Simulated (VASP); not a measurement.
# Ga (I4/mmm) in VASP: a series of runs

Runs on Ga. Level: r2SCAN. Tasks: single point.

Everything below comes from runs of VASP 6.6.1. Logs are shortened: lines on timing, memory, paths and dates and some standing lists are left out, and cuts for length are marked.

### Step 1. The cell of the first run

Symmetry: I4/mmm, No. 139, tetragonal system. Conventional cell: a = 2.766 Å, b = 2.766 Å, c = 4.592 Å, α = 90.00°, β = 90.00°, γ = 90.00°. Ga (site symmetry 4/mmm) has 12 Ga at 2.77 to 3.02 Å within 3.6 Å.

### Step 2. Single point, r2SCAN (strain -0.015 along x and y, +0.030 along z)

The input, POSCAR:

```
Ga
1.0
   -1.3829400000      1.3829400000      2.2958700000
    1.3829400000     -1.3829400000      2.2958700000
    1.3829400000      1.3829400000     -2.2958700000
Ga
1
Direct
    0.0000000000      0.0000000000      0.0000000000
```

The input, INCAR.step1:

```
SYSTEM = Ga
PREC     = Accurate       ! precision mode
ENCUT    = 520            ! plane-wave cutoff, eV
ISMEAR   = 0              ! smearing method
SIGMA    = 0.15           ! smearing width, eV
LREAL    = .False.        ! projectors in reciprocal space
LASPH    = .True.         ! aspherical terms in the spheres
NELM     = 100            ! most SCF steps
NBANDS   = 12             ! bands
GGA      = PE             ! functional
ALGO     = Normal         ! electronic algorithm
EDIFF    = 1E-4           ! SCF threshold, eV
LWAVE    = .True.         ! write WAVECAR
LCHARG   = .False.        ! write CHGCAR
```

The input, INCAR.step2:

```
SYSTEM = Ga
PREC     = Accurate       ! precision mode
ENCUT    = 520            ! plane-wave cutoff, eV
EDIFF    = 1E-6           ! SCF threshold, eV
ISMEAR   = 0              ! smearing method
SIGMA    = 0.15           ! smearing width, eV
LREAL    = .False.        ! projectors in reciprocal space
LASPH    = .True.         ! aspherical terms in the spheres
NELM     = 100            ! most SCF steps
ALGO     = Normal         ! electronic algorithm
ISIF     = 2              ! what is computed and relaxed
LWAVE    = .False.        ! write WAVECAR
LCHARG   = .False.        ! write CHGCAR
METAGGA  = R2SCAN         ! meta-GGA
LMIXTAU  = .True.       
NBANDS   = 12             ! bands
ISTART   = 1
```

The input, KPOINTS:

```
Automatic mesh
0
Gamma
  24 24 24
  0 0 0
```

Potentials or basis: VASP PAW PBE potentials, release 64 (Ga_d).

Launch:

```console
> cat potpaw_PBE.64/Ga_d/POTCAR > POTCAR
> cp INCAR.step1 INCAR
> mpirun -np 1 vasp_std > vasp.out
> cp INCAR.step2 INCAR
> mpirun -np 1 vasp_std > vasp.out
```

OUTCAR:

```text
SYSTEM = Ga
   PREC = Accurate
   ENCUT = 520
   EDIFF = 1E-6
   ISMEAR = 0
   LREAL = .False.
   LASPH = .True.
   NELM = 100
   ISIF = 2
   METAGGA = R2SCAN
   ISTART = 1

 ion  position               nearest neighbor table
   1  0.000  0.000  0.000-

  LATTYP: Found a body centered tetragonal cell.
 ALAT       =     2.7658800000
 C/A-ratio  =     1.6601370992

  Lattice vectors:

 A1 = (  -1.3829400000,   1.3829400000,   2.2958700000)
 A2 = (   1.3829400000,  -1.3829400000,   2.2958700000)
 A3 = (   1.3829400000,   1.3829400000,  -2.2958700000)

Analysis of symmetry for initial positions (statically):
=====================================================================
 Subroutine PRICEL returns:
 Original cell was already a primitive cell.

 Routine SETGRP: Setting up the symmetry group for a
 body centered tetragonal supercell.

 Subroutine GETGRP returns: Found 16 space group operations
 (whereof 16 operations were pure point group operations)
 out of a pool of 16 trial point group operations.

The static configuration has the point symmetry D_4h.

Analysis of symmetry for dynamics (positions and initial velocities):
=====================================================================
 Subroutine PRICEL returns:
 Original cell was already a primitive cell.

 Routine SETGRP: Setting up the symmetry group for a
 body centered tetragonal supercell.

 Subroutine GETGRP returns: Found 16 space group operations
 (whereof 16 operations were pure point group operations)
 out of a pool of 16 trial point group operations.

The dynamic configuration has the point symmetry D_4h.

 Subroutine INISYM returns: Found 16 space group operations
 (whereof 16 operations are pure point group operations),
 and found     1 'primitive' translations

----------------------------------------------------------------------------------------

                                     Primitive cell

  volume of cell :      17.5636

  direct lattice vectors                    reciprocal lattice vectors
    -1.382940000  1.382940000  2.295870000     0.000000000  0.361548585  0.217782366
     1.382940000 -1.382940000  2.295870000     0.361548585  0.000000000  0.217782366
     1.382940000  1.382940000 -2.295870000     0.361548585  0.361548585  0.000000000

  length of vectors
     3.015968359  3.015968359  3.015968359     0.422074091  0.422074091  0.511306912

  position of ions in fractional coordinates (direct lattice)
     0.000000000  0.000000000  0.000000000

[... 70 lines left out ...]
   LNONCOLLINEAR =      F non collinear calculations
   LSORBIT =      F    spin-orbit coupling
   LASPH  =      T    aspherical Exc in radial PAW
   ENCUT  =  520.0 eV  38.22 Ry    6.18 a.u.   5.61  5.61  5.61*2*pi/ulx,y,z
   NELM   =    100;   NELMIN=  2; NELMDL=  0     # of ELM steps
   EDIFF  = 0.1E-05   stopping-criterion for ELM
   LREAL  =      F    real-space projection
[... 7 lines left out ...]
   TEBEG  =    0.0;   TEEND  =   0.0 temperature during run
   PSTRESS=    0.0 pullay stress
   NELECT =      13.0000    total number of electrons
   NUPDOWN=      -1.0000    fix difference up-down
   EMIN   =  10.00;   EMAX   =-10.00  energy-range for DOS
   EFERMI =   0.00;   METHOD = LEGACY
   ISMEAR =     0;   SIGMA  =   0.15  broadening in eV -4-tet -1-fermi 0-gaus
   EFERMI_NEDOS =   21; number of points for ismear=-14 and -15
   IALGO  =     38    algorithm
   IMIX   =      4    mixing-type and parameters
     AMIX     =   0.40;   BMIX     =  1.00
     AMIX_MAG =   1.60;   BMIX_MAG =  1.00
  volume/ion in A,a.u.               =      17.56       118.53
  Fermi-wavevector in a.u.,A,eV,Ry     =   1.480873  2.798445 29.837390  2.192986
  Thomas-Fermi vector in A             =   2.594854
   LORBIT       =      0    0 simple, 1 ext, 2 COOP (PROOUT), +10 PAW based schemes
   METAGGA = R2SCAN    functional components
   LHFCALC =     F    Hartree Fock is set to
   AEXX    =    0.0000 exact exchange contribution
   IVDW    =     0    specifies the selected vdW correction
   LEPSILON=     F    determine dielectric tensor
   LRPA    =     F    only Hartree local field effects (RPA)
 non-spin polarized calculation
 Gauss-broadening in eV      SIGMA  =   0.15
  energy-cutoff  :      520.00
  volume of cell :       17.56
 maximum number of plane-waves:       489
   NGX = 11   NGY = 11   NGZ = 11

 number of electron      12.9999997 magnetization

 Free energy of the ion-electron system (eV)
  ---------------------------------------------------
  ext. energy  EPLUGINS =         0.00000000
  ---------------------------------------------------
  free energy    TOTEN  =       -11.30941553 eV

  energy without entropy =      -11.30513922  energy(sigma->0) =      -11.30727738

 E-fermi :   6.1350     XC(G=0): -12.5919

 val. band max:        6.1334122754   @ k =   0.3333   0.1250   0.0000
 cond. band min:       6.1357599082   @ k =  -0.4167   0.4167   0.2083
 fundamental gap:      0.0023476327
 Fermi energy:         6.1350108538

 k-point     1 :       0.0000    0.0000    0.0000
  band No.  band energies     occupation
      1      -9.5239      2.00000
      2      -9.3578      2.00000
      3      -9.3256      2.00000
      4      -9.3256      2.00000
      5      -9.1487      2.00000
      6      -6.0930      2.00000
      7      19.8066      0.00000
      8      19.9907      0.00000
      9      19.9907      0.00000
     10      23.2322      0.00000
     11      23.5670      0.00000
     12      24.3466      0.00000
[... 331 lines left out ...]
 k-point    24 :       0.4583    0.0417    0.0000
  band No.  band energies     occupation
      1      -9.5059      2.00000
      2      -9.4688      2.00000
      3      -9.3097      2.00000
      4      -9.1486      2.00000
      5      -9.0967      2.00000
      6       0.4302      2.00000
      7       2.3228      2.00000
      8      14.5422      0.00000
      9      18.6226      0.00000
     10      19.1747      0.00000
     11      22.2082      0.00000
     12      24.8160      0.00000

 [... further k-points ...]
[... 5 lines left out ...]
  --------------------------------------------------------------------------------------
  -------------------------------------------------------------------------------------
  Total        0.1514902      0.1514902      0.0668339      0.0000000      0.0000000      0.0000000
  in kB       13.8191423     13.8191423      6.0966783      0.0000000      0.0000000      0.0000000
  external PRESSURE =      11.2449876 kB  Pullay stress =       0.0000000 kB

 VOLUME and BASIS-vectors are now :
 -----------------------------------------------------------------------------
  energy-cutoff  :      520.00
  volume of cell :       17.56
      direct lattice vectors                 reciprocal lattice vectors
    -1.382940000  1.382940000  2.295870000     0.000000000  0.361548585  0.217782366
     1.382940000 -1.382940000  2.295870000     0.361548585  0.000000000  0.217782366
     1.382940000  1.382940000 -2.295870000     0.361548585  0.361548585  0.000000000

 POSITION                                       TOTAL-FORCE (eV/Angst)
 -----------------------------------------------------------------------------------
      0.00000      0.00000      0.00000        -0.000000      0.000000      0.000000
 -----------------------------------------------------------------------------------
    total drift:                               -0.000000      0.000000     -0.000000

  FREE ENERGIE OF THE ION-ELECTRON SYSTEM (eV)
  ---------------------------------------------------
  free  energy   TOTEN  =       -11.3094155328 eV

  energy  without entropy=      -11.3051392174  energy(sigma->0) =      -11.30727738
```

OUTCAR.step1:

```text
SYSTEM = Ga
   PREC = Accurate
   ENCUT = 520
   ISMEAR = 0
   LREAL = .False.
   LASPH = .True.
   NELM = 100
[... 577 lines left out ...]
 -----------------------------------------------------------------------------------
      0.00000      0.00000      0.00000         0.000000      0.000000     -0.000000
 -----------------------------------------------------------------------------------
    total drift:                                0.000000      0.000000     -0.000000

  FREE ENERGIE OF THE ION-ELECTRON SYSTEM (eV)
  ---------------------------------------------------
  free  energy   TOTEN  =        -2.8703345252 eV

  energy  without entropy=       -2.8660478724  energy(sigma->0) =       -2.86819120
```

Run time: 7.3 min. Hardware: 1 thread of Intel Xeon 6975P-C, shared host; peak memory 0.33 GiB.

What came out:

```
Free energy : -11.3094 eV
Pressure    : 1.1 GPa
```

Levels at points of the mesh, in eV from the Fermi level:
```
           k point  band 2  band 3  band 4  band 5  band 6  band 7  band 8  band 9  band 10  band 11
(0.00, 0.00, 0.00)  -15.49  -15.46  -15.46  -15.28  -12.23   13.67   13.86   13.86    17.10    17.43
(0.50, 0.00, 0.00)  -15.61  -15.44  -15.28  -15.23   -5.11   -4.55    8.52   12.65    13.31    17.15
(0.50, 0.50, 0.00)  -15.68  -15.30  -15.28  -15.13   -2.28   -0.81    3.97    5.44     8.44     8.65
(0.50, 0.50, 0.50)  -15.69  -15.24  -15.24  -15.23   -4.55   -4.25    7.54    7.54    10.63    12.22
```

Caveat: the cell differs from its parent crystal (strain -0.015 along x and y, +0.030 along z); the PAW data sets were made with another functional, which shifts forces and pressure a little.

### Step 3. Single point, r2SCAN (strain +0.000 along x and y, +0.015 along z)

The input, POSCAR:

```
Ga
1.0
   -1.4040000000      1.4040000000      2.2624350000
    1.4040000000     -1.4040000000      2.2624350000
    1.4040000000      1.4040000000     -2.2624350000
Ga
1
Direct
    0.0000000000      0.0000000000      0.0000000000
```

The input, INCAR.step1:

```
SYSTEM = Ga
ALGO = Normal
EDIFF = 1E-4
ENCUT = 520
GGA = PE
ISMEAR = 0
LASPH = .TRUE.
LCHARG = .FALSE.
LREAL = .FALSE.
LWAVE = .TRUE.
NBANDS = 12
NELM = 100
PREC = Accurate
SIGMA = 0.15
```

The input, INCAR.step2:

```
SYSTEM = Ga
ALGO = Normal
EDIFF = 1E-7
ENCUT = 520
ISIF = 2
ISMEAR = 0
ISTART = 1
LASPH = .TRUE.
LCHARG = .TRUE.
LELF = .TRUE.
LMIXTAU = .TRUE.
LREAL = .FALSE.
LVHAR = .TRUE.
LWAVE = .FALSE.
METAGGA = R2SCAN
NBANDS = 12
NELM = 100
PREC = Accurate
SIGMA = 0.15
```

The input, KPOINTS:

```
k-points
0
G
  24 24 24
  0 0 0
```

Potentials or basis: VASP PAW PBE potentials, release 64 (Ga_d).

Launch:

```console
> cat potpaw_PBE.64/Ga_d/POTCAR > POTCAR
> cp INCAR.step1 INCAR
> mpirun -np 1 vasp_std > vasp.out
> cp INCAR.step2 INCAR
> mpirun -np 1 vasp_std > vasp.out
```

It took 7.8 min on 1 thread of Intel Xeon 6975P-C, shared host; peak memory 0.33 GiB.

The run converged. Its results:

| Item | Value |
| --- | --- |
| Free energy | -11.3108 eV |
| Pressure | 0.0 GPa |

Stress tensor (GPa, compression positive):
```
-0.13  0.00  0.00
 0.00 -0.13  0.00
 0.00  0.00  0.19
```

Levels at points of the mesh, in eV from the Fermi level:
| k point | band 3 | band 4 | band 5 | band 6 | band 7 | band 8 | band 9 | band 10 |
| --- | --- | --- | --- | --- | --- | --- | --- | --- |
| (0.00, 0.00, 0.00) | -15.47 | -15.46 | -15.30 | -12.11 | 13.62 | 13.62 | 13.65 | 16.96 |
| (0.50, 0.00, 0.00) | -15.45 | -15.27 | -15.23 | -5.15 | -4.49 | 8.91 | 12.68 | 13.08 |
| (0.50, 0.50, 0.00) | -15.28 | -15.27 | -15.15 | -2.40 | -1.13 | 4.15 | 5.34 | 8.43 |
| (0.50, 0.50, 0.50) | -15.24 | -15.24 | -15.24 | -4.14 | -4.00 | 7.05 | 7.05 | 10.21 |

Caveat: the cell differs from its parent crystal (strain +0.000 along x and y, +0.015 along z); the PAW data sets were made with another functional, which shifts forces and pressure a little.
